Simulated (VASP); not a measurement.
# Ge (Ia-3) in VASP: notebook

Ge is run at these levels: PBE; tasks: single point.

All numbers are computed with VASP 6.6.1; they aren't measurements. Logs are shortened: lines on timing, memory, paths and dates and some standing lists are left out, and cuts for length are marked.

## (1) The cell of the first run

The structure is cubic, space group Ia-3 (No. 206). The conventional cell has a = 6.968 Å, b = 6.968 Å, c = 6.968 Å, α = 90.00°, β = 90.00°, γ = 90.00°. Within 3.2 Å of Ge (site symmetry 3) lie 4 Ge at 2.43 to 2.51 Å.

## (2) Single point, PBE

Contents of INCAR:

```
PREC     = Accurate       # precision mode
ENCUT    = 520            # plane-wave cutoff, eV
EDIFF    = 1E-6           # SCF threshold, eV
ISMEAR   = 0              # smearing method
SIGMA    = 0.1            # smearing width, eV
LREAL    = False          # projectors in reciprocal space
LASPH    = True           # aspherical terms in the spheres
NELM     = 100            # most SCF steps
ALGO     = Normal         # electronic algorithm
ISIF     = 2              # what is computed and relaxed
LWAVE    = False          # write WAVECAR
LCHARG   = True           # write CHGCAR
GGA      = PE             # functional
LELF     = True           # ELF
LVHAR    = True         
NBANDS   = 66             # bands
```

Contents of KPOINTS:

```
regular mesh
0
Gamma
  4 4 4
```

Contents of POSCAR:

```
Ge
1.0
   -3.4841702800      3.4841702800      3.4841702800
    3.4841702800     -3.4841702800      3.4841702800
    3.4841702800      3.4841702800     -3.4841702800
Ge
8
Direct
    0.5000000000      0.0000000000      0.7988990800
    0.7988990800      0.5000000000      0.0000000000
    0.0000000000      0.7988990800      0.5000000000
    0.7011009200      0.7011009200      0.7011009200
    0.5000000000      0.0000000000      0.2011009200
    0.2011009200      0.5000000000      0.0000000000
    0.0000000000      0.2011009200      0.5000000000
    0.2988990800      0.2988990800      0.2988990800
```

Potentials or basis: VASP PAW PBE potentials, release 64 (Ge_d).

Started as:

```console
$ cat potpaw_PBE.64/Ge_d/POTCAR > POTCAR
$ mpirun -np 1 vasp_std > vasp.out
```

OUTCAR:

```text
PREC = Accurate
   ENCUT = 520
   EDIFF = 1E-6
   ISMEAR = 0
   LREAL = False
   LASPH = True
   NELM = 100
   ISIF = 2
   GGA = PE

 ion  position               nearest neighbor table
   1  0.500  0.000  0.799-   5 2.43   4 2.51   2 2.51   3 2.51
   2  0.799  0.500  0.000-   6 2.43   4 2.51   3 2.51   1 2.51
   3  0.000  0.799  0.500-   7 2.43   4 2.51   1 2.51   2 2.51
   4  0.701  0.701  0.701-   8 2.43   2 2.51   3 2.51   1 2.51
   5  0.500  0.000  0.201-   1 2.43   7 2.51   8 2.51   6 2.51
   6  0.201  0.500  0.000-   2 2.43   5 2.51   8 2.51   7 2.51
   7  0.000  0.201  0.500-   3 2.43   6 2.51   8 2.51   5 2.51
   8  0.299  0.299  0.299-   4 2.43   5 2.51   6 2.51   7 2.51

  LATTYP: Found a body centered cubic cell.
 ALAT       =     6.9683405600

  Lattice vectors:

 A1 = (  -3.4841702800,   3.4841702800,   3.4841702800)
 A2 = (   3.4841702800,  -3.4841702800,   3.4841702800)
 A3 = (   3.4841702800,   3.4841702800,  -3.4841702800)

Analysis of symmetry for initial positions (statically):
=====================================================================
 Subroutine PRICEL returns:
 Original cell was already a primitive cell.

 Routine SETGRP: Setting up the symmetry group for a
 body centered cubic supercell.

 Subroutine GETGRP returns: Found 24 space group operations
 (whereof  6 operations were pure point group operations)
 out of a pool of 48 trial point group operations.

The static configuration has the point symmetry S_6 .
 The point group associated with its full space group is T_h .

Analysis of symmetry for dynamics (positions and initial velocities):
=====================================================================
 Subroutine PRICEL returns:
 Original cell was already a primitive cell.

 Routine SETGRP: Setting up the symmetry group for a
 body centered cubic supercell.

 Subroutine GETGRP returns: Found 24 space group operations
 (whereof  6 operations were pure point group operations)
 out of a pool of 48 trial point group operations.

The dynamic configuration has the point symmetry S_6 .
 The point group associated with its full space group is T_h .

 Subroutine INISYM returns: Found 24 space group operations
 (whereof  6 operations are pure point group operations),
 and found     1 'primitive' translations

----------------------------------------------------------------------------------------

                                     Primitive cell

  volume of cell :     169.1835

  direct lattice vectors                    reciprocal lattice vectors
    -3.484170280  3.484170280  3.484170280     0.000000000  0.143506189  0.143506189
     3.484170280 -3.484170280  3.484170280     0.143506189  0.000000000  0.143506189
     3.484170280  3.484170280 -3.484170280     0.143506189  0.143506189  0.000000000

  length of vectors
     6.034759947  6.034759947  6.034759947     0.202948399  0.202948399  0.202948399

  position of ions in fractional coordinates (direct lattice)
     0.500000000  0.000000000  0.798899080
     0.798899080  0.500000000  0.000000000
     0.000000000  0.798899080  0.500000000
     0.701100920  0.701100920  0.701100920
     0.500000000  0.000000000  0.201100920
     0.201100920  0.500000000  0.000000000
     0.000000000  0.201100920  0.500000000
     0.298899080  0.298899080  0.298899080

  ion indices of the primitive-cell ions
   primitive index   ion index
                 1           1
                 2           2
                 3           3
                 4           4
                 5           5
                 6           6
                 7           7
                 8           8

----------------------------------------------------------------------------------------

 KPOINTS: regular mesh

Automatic generation of k-mesh.
 Grid dimensions read from file:
 generate k-points for:    4    4    4

 Generating k-lattice:

  Cartesian coordinates                     Fractional coordinates (reciprocal lattice)
     0.000000000  0.035876547  0.035876547     0.250000000  0.000000000  0.000000000
     0.035876547  0.000000000  0.035876547     0.000000000  0.250000000  0.000000000
     0.035876547  0.035876547  0.000000000     0.000000000  0.000000000  0.250000000

  Length of vectors
     0.050737100  0.050737100  0.050737100

  Shift w.r.t. Gamma in fractional coordinates (k-lattice)
     0.000000000  0.000000000  0.000000000

 Subroutine IBZKPT returns following result:
 ===========================================

 Found      8 irreducible k-points:

 Following reciprocal coordinates:
            Coordinates               Weight
  0.000000  0.000000  0.000000      1.000000
  0.250000  0.000000  0.000000     12.000000
  0.500000  0.000000  0.000000      6.000000
  0.250000  0.250000  0.000000     24.000000
  0.250000  0.250000  0.250000      2.000000
 -0.250000  0.250000  0.250000      6.000000
  0.500000  0.500000  0.250000     12.000000
  0.500000  0.500000  0.500000      1.000000
   k-points           NKPTS =      8   k-points in BZ     NKDIM =      8   number of bands    NBANDS=     66
   number of dos      NEDOS =    301   number of ions     NIONS =      8
   total plane-waves  NPLWV = 110592
   dimension x,y,z NGX =    48 NGY =   48 NGZ =   48
   dimension x,y,z NGXF=    96 NGYF=   96 NGZF=   96
   ions per type =               8
   NGX,Y,Z   is equivalent  to a cutoff of  13.22, 13.22, 13.22 a.u.
   NGXF,Y,Z  is equivalent  to a cutoff of  26.45, 26.45, 26.45 a.u.
 SYSTEM =  unknown system
   PREC   = accura    normal or accurate (medium, high low for compatibility)
   ISTART =      0    job   : 0-new  1-cont  2-samecut
   ICHARG =      2    charge: 1-file 2-atom 10-const
   ISPIN  =      1    spin polarized calculation?
   LNONCOLLINEAR =      F non collinear calculations
   LSORBIT =      F    spin-orbit coupling
   LASPH  =      T    aspherical Exc in radial PAW
   ENCUT  =  520.0 eV  38.22 Ry    6.18 a.u.  11.22 11.22 11.22*2*pi/ulx,y,z
   NELM   =    100;   NELMIN=  2; NELMDL= -5     # of ELM steps
   EDIFF  = 0.1E-05   stopping-criterion for ELM
   LREAL  =      F    real-space projection
   EDIFFG = 0.1E-04   stopping-criterion for IOM
   NSW    =      0    number of steps for IOM
   IBRION =     -1    ionic relax: 0-MD 1-quasi-New 2-CG
   NFREE  =      0    steps in history (QN), initial steepest desc. (CG)
   ISIF   =      2    stress and relaxation
   ISYM   =      2    0-nonsym 1-usesym 2-fastsym
   POTIM  = 0.5000    time-step for ionic-motion
   TEBEG  =    0.0;   TEEND  =   0.0 temperature during run
   PSTRESS=    0.0 pullay stress
   NELECT =     112.0000    total number of electrons
   NUPDOWN=      -1.0000    fix difference up-down
   EMIN   =  10.00;   EMAX   =-10.00  energy-range for DOS
   EFERMI =   0.00;   METHOD = LEGACY
   ISMEAR =     0;   SIGMA  =   0.10  broadening in eV -4-tet -1-fermi 0-gaus
   EFERMI_NEDOS =   21; number of points for ismear=-14 and -15
   IALGO  =     38    algorithm
   IMIX   =      4    mixing-type and parameters
     AMIX     =   0.40;   BMIX     =  1.00
     AMIX_MAG =   1.60;   BMIX_MAG =  1.00
  volume/ion in A,a.u.               =      21.15       142.71
  Fermi-wavevector in a.u.,A,eV,Ry     =   1.426795  2.696251 27.697964  2.035743
  Thomas-Fermi vector in A             =   2.547033
   LORBIT       =      0    0 simple, 1 ext, 2 COOP (PROOUT), +10 PAW based schemes
   GGA     = PE    functional components
   LHFCALC =     F    Hartree Fock is set to
   AEXX    =    0.0000 exact exchange contribution
   IVDW    =     0    specifies the selected vdW correction
   LEPSILON=     F    determine dielectric tensor
   LRPA    =     F    only Hartree local field effects (RPA)
 non-spin polarized calculation
 Gauss-broadening in eV      SIGMA  =   0.10
  energy-cutoff  :      520.00
  volume of cell :      169.18
 maximum number of plane-waves:      4562
 NGX is ok and might be reduce to    48
   NGX = 23   NGY = 23   NGZ = 23

 number of electron     112.0000034 magnetization

 Free energy of the ion-electron system (eV)
  ---------------------------------------------------
  ext. energy  EPLUGINS =         0.00000000
  ---------------------------------------------------
  free energy    TOTEN  =       -34.95678390 eV

  energy without entropy =      -34.94483588  energy(sigma->0) =      -34.95080989

 E-fermi :   5.2934     XC(G=0): -10.4435

 val. band max:        5.2562634798   @ k =  -0.2500   0.2500   0.2500
 cond. band min:       5.8736987876   @ k =   0.5000   0.5000   0.2500
 fundamental gap:      0.6174353078
 Fermi energy:         5.2933503086

 k-point     1 :       0.0000    0.0000    0.0000
  band No.  band energies     occupation
      1     -19.3063      2.00000
      2     -19.2967      2.00000
      3     -19.2967      2.00000
      4     -19.2967      2.00000
      5     -19.2771      2.00000
      6     -19.2771      2.00000
[... 58 lines left out ...]
     65      10.3882      0.00000
     66      12.2259      0.00000

 k-point     2 :       0.2500    0.0000    0.0000
  band No.  band energies     occupation
      1     -19.3068      2.00000
      2     -19.3030      2.00000
      3     -19.2944      2.00000
      4     -19.2919      2.00000
      5     -19.2733      2.00000
      6     -19.2693      2.00000
[... 58 lines left out ...]
     65      10.9109      0.00000
     66      11.0071      0.00000

 k-point     3 :       0.5000    0.0000    0.0000
  band No.  band energies     occupation
      1     -19.3068      2.00000
      2     -19.3068      2.00000
      3     -19.2891      2.00000
      4     -19.2891      2.00000
      5     -19.2634      2.00000
      6     -19.2634      2.00000
[... 58 lines left out ...]
     65      10.2266      0.00000
     66      10.2266      0.00000

 k-point     4 :       0.2500    0.2500    0.0000
  band No.  band energies     occupation
      1     -19.3061      2.00000
      2     -19.3034      2.00000
      3     -19.2983      2.00000
      4     -19.2813      2.00000
      5     -19.2691      2.00000
      6     -19.2642      2.00000
[... 58 lines left out ...]
     65      10.1027      0.00000
     66      10.4305      0.00000

 k-point     5 :       0.2500    0.2500    0.2500
  band No.  band energies     occupation
      1     -19.2963      2.00000
      2     -19.2963      2.00000
      3     -19.2963      2.00000
      4     -19.2963      2.00000
      5     -19.2628      2.00000
      6     -19.2628      2.00000
[... 58 lines left out ...]
     65       9.4089      0.00000
     66       9.4089      0.00000

 k-point     6 :      -0.2500    0.2500    0.2500
  band No.  band energies     occupation
      1     -19.3075      2.00000
      2     -19.3072      2.00000
      3     -19.3019      2.00000
      4     -19.2714      2.00000
      5     -19.2700      2.00000
      6     -19.2641      2.00000
[... 58 lines left out ...]
     65       9.9382      0.00000
     66      10.3188      0.00000

 k-point     7 :       0.5000    0.5000    0.2500
  band No.  band energies     occupation
      1     -19.3082      2.00000
      2     -19.3079      2.00000
      3     -19.3044      2.00000
      4     -19.2624      2.00000
      5     -19.2575      2.00000
      6     -19.2551      2.00000
[... 58 lines left out ...]
     65       9.9095      0.00000
     66       9.9810      0.00000

 k-point     8 :       0.5000    0.5000    0.5000
  band No.  band energies     occupation
      1     -19.3088      2.00000
      2     -19.3088      2.00000
      3     -19.3088      2.00000
      4     -19.2501      2.00000
      5     -19.2501      2.00000
      6     -19.2501      2.00000
[... 58 lines left out ...]
     65       8.8453      0.00000
     66       9.6877      0.00000

------------------------ aborting loop because EDIFF is reached ----------------------------------------

  FORCE on cell =-STRESS in cart. coord.  units (eV):
  Direction    XX          YY          ZZ          XY          YZ          ZX
  --------------------------------------------------------------------------------------
  -------------------------------------------------------------------------------------
  Total        2.9991348      2.9991348      2.9991348      0.0000000     -0.0000000      0.0000000
  in kB       28.4019699     28.4019699     28.4019699      0.0000000     -0.0000000      0.0000000
  external PRESSURE =      28.4019699 kB  Pullay stress =       0.0000000 kB

 VOLUME and BASIS-vectors are now :
 -----------------------------------------------------------------------------
  energy-cutoff  :      520.00
  volume of cell :      169.18
      direct lattice vectors                 reciprocal lattice vectors
    -3.484170280  3.484170280  3.484170280     0.000000000  0.143506189  0.143506189
     3.484170280 -3.484170280  3.484170280     0.143506189  0.000000000  0.143506189
     3.484170280  3.484170280 -3.484170280     0.143506189  0.143506189  0.000000000

 POSITION                                       TOTAL-FORCE (eV/Angst)
 -----------------------------------------------------------------------------------
      1.04142      4.52559     -1.04142        -0.135265     -0.135265      0.135265
     -1.04142      1.04142      4.52559         0.135265     -0.135265     -0.135265
      4.52559     -1.04142      1.04142        -0.135265      0.135265     -0.135265
      2.44275      2.44275      2.44275         0.135265      0.135265      0.135265
     -1.04142      2.44275      1.04142         0.135265      0.135265     -0.135265
      1.04142     -1.04142      2.44275        -0.135265      0.135265      0.135265
      2.44275      1.04142     -1.04142         0.135265     -0.135265      0.135265
      1.04142      1.04142      1.04142        -0.135265     -0.135265     -0.135265
 -----------------------------------------------------------------------------------
    total drift:                                0.000000      0.000000     -0.000000

  FREE ENERGIE OF THE ION-ELECTRON SYSTEM (eV)
  ---------------------------------------------------
  free  energy   TOTEN  =       -34.9567838974 eV

  energy  without entropy=      -34.9448358823  energy(sigma->0) =      -34.95080989
```

Run time: 2.6 min. Hardware: 1 thread of Intel Xeon 8259CL, shared host; peak memory 0.33 GiB.

What came out:

```
Free energy            : -34.9568 eV
Pressure               : 2.8 GPa
Largest force          : 0.234 eV/Å
Band gap on the k mesh : zero (bands 56 and 57 overlap by 0.66 eV)
```

Forces on the atoms (eV/Å):
```
Ge  -0.135 -0.135  0.135
Ge   0.135 -0.135 -0.135
Ge  -0.135  0.135 -0.135
Ge   0.135  0.135  0.135
Ge   0.135  0.135 -0.135
Ge  -0.135  0.135  0.135
Ge   0.135 -0.135  0.135
Ge  -0.135 -0.135 -0.135
```

Levels at points of the mesh, in eV from the Fermi level:
| k point | band 54 | band 55 | band 56 | band 57 | band 58 | band 59 |
| --- | --- | --- | --- | --- | --- | --- |
| (0.00, 0.00, 0.00) | -1.02 | -1.02 | -0.59 | 1.82 | 1.82 | 1.82 |
| (0.50, 0.00, 0.00) | -1.71 | -0.86 | -0.86 | 0.68 | 0.68 | 2.15 |
| (0.50, 0.50, 0.50) | -1.30 | 0.63 | 0.63 | 0.63 | 1.68 | 2.77 |

Caveat: semilocal functionals underestimate gaps, so a narrow gap can read as zero.

## (3) Single point, PBE

This run uses another cell than the first one, of 21.98 Å³/atom.

Contents of INCAR:

```
PREC = Accurate
ENCUT = 520
EDIFF = 1E-6
ISMEAR = 0
SIGMA = 0.1
LREAL = False
LASPH = True
NELM = 100
ALGO = Normal
ISIF = 2
LWAVE = False
LCHARG = False
GGA = PE
NBANDS = 66
```

Contents of KPOINTS:

```
regular mesh
0
Gamma
  8 8 8
```

Contents of POSCAR:

```
Ge
1.0
   -3.5292777161      3.5292777161      3.5292777161
    3.5292777161     -3.5292777161      3.5292777161
    3.5292777161      3.5292777161     -3.5292777161
Ge
8
Direct
    0.5000000000      0.0000000000      0.7974597347
    0.7974597347      0.5000000000      0.0000000000
    0.0000000000      0.7974597347      0.5000000000
    0.7025402653      0.7025402653      0.7025402653
    0.5000000000      0.0000000000      0.2025402653
    0.2025402653      0.5000000000      0.0000000000
    0.0000000000      0.2025402653      0.5000000000
    0.2974597347      0.2974597347      0.2974597347
```

Potentials or basis: VASP PAW PBE potentials, release 64 (Ge_d).

Started as:

```console
$ cat potpaw_PBE.64/Ge_d/POTCAR > POTCAR
$ mpirun -np 1 vasp_std > vasp.out
```

Wall time 9.8 min (1 thread of Intel Xeon 8259CL, shared host); peak memory 0.48 GiB.

The run converged. Its results:

* Free energy: -35.0276 eV
* Pressure: 0.0 GPa
* Largest force: 0.009 eV/Å
* Band gap on the k mesh: zero (bands 56 and 57 overlap by 0.76 eV)

Forces in eV/Å, atoms in the order of the input:
```
Ge  -0.005 -0.005  0.005
Ge   0.005 -0.005 -0.005
Ge  -0.005  0.005 -0.005
Ge   0.005  0.005  0.005
Ge   0.005  0.005 -0.005
Ge  -0.005  0.005  0.005
Ge   0.005 -0.005  0.005
Ge  -0.005 -0.005 -0.005
```

Levels at points of the mesh, in eV from the Fermi level:
```
           k point  band 52  band 53  band 54  band 55  band 56  band 57  band 58  band 59  band 60  band 61
(0.00, 0.00, 0.00)    -3.39    -3.39    -1.24    -1.24    -0.77     1.50     1.50     1.50     3.69     3.69
(0.50, 0.00, 0.00)    -2.39    -1.86    -1.86    -1.06    -1.06     0.39     0.39     1.82     1.82     2.37
(0.50, 0.50, 0.50)    -2.27    -2.27    -1.77     0.38     0.38     0.38     1.25     2.36     2.72     2.72
```

Caveat: semilocal functionals underestimate gaps, so a narrow gap can read as zero.
